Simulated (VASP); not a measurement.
Here is a VASP 6.6.1 calculation.

POSCAR

```
C
1.0
    0.0000000000      1.8691487922      1.6911346216
    1.8691487922      0.0000000000      1.6911346216
    1.8691487922      1.8691487922      0.0000000000
C
2
Direct
    0.5000000000      0.5000000000      0.5000000000
    0.7500000000      0.7500000000      0.7500000000
```

Contents of INCAR.step1:

```
  ALGO = Normal
  EDIFF = 1E-4
  ENCUT = 520
  GGA = PE
  ISMEAR = 0
  LASPH = True
  LCHARG = False
  LREAL = False
  LWAVE = True
  NBANDS = 11
  NELM = 80
  PREC = Accurate
  SIGMA = 0.05
```

INCAR.step2

```
  ALGO = Normal
  EDIFF = 1E-6
  ENCUT = 520
  ISIF = 2
  ISMEAR = 0
  ISTART = 1
  LASPH = True
  LCHARG = True
  LELF = True
  LMIXTAU = True
  LREAL = False
  LVHAR = True
  LWAVE = False
  METAGGA = R2SCAN
  NBANDS = 11
  NELM = 80
  PREC = Accurate
  SIGMA = 0.05
```

The input KPOINTS:

```
k-points
0
Gamma
  12 12 12
```

Potentials or basis: VASP PAW PBE potentials, release 64 (C).

The run is started by

```console
$ cat potpaw_PBE.64/C/POTCAR > POTCAR
$ cp INCAR.step1 INCAR
$ mpirun -np 1 vasp_std > vasp.out
$ cp INCAR.step2 INCAR
$ mpirun -np 1 vasp_std > vasp.out
```

**Question.** Predict the band gap on the k mesh.

**Answer.** 1.78 eV, indirect (least direct gap 4.03 eV).

**Question.** Predict the pressure.

**Answer.** -17.8 GPa.

Stress tensor (GPa, compression positive):
```
-45.86   0.00   0.00
  0.00 -45.86   0.00
  0.00   0.00  38.27
```

Caveat: the cell differs from its parent crystal (strain +0.050 along x and y, -0.050 along z); the PAW data sets were made with another functional, which shifts forces and pressure a little. A k mesh can miss the band edges.
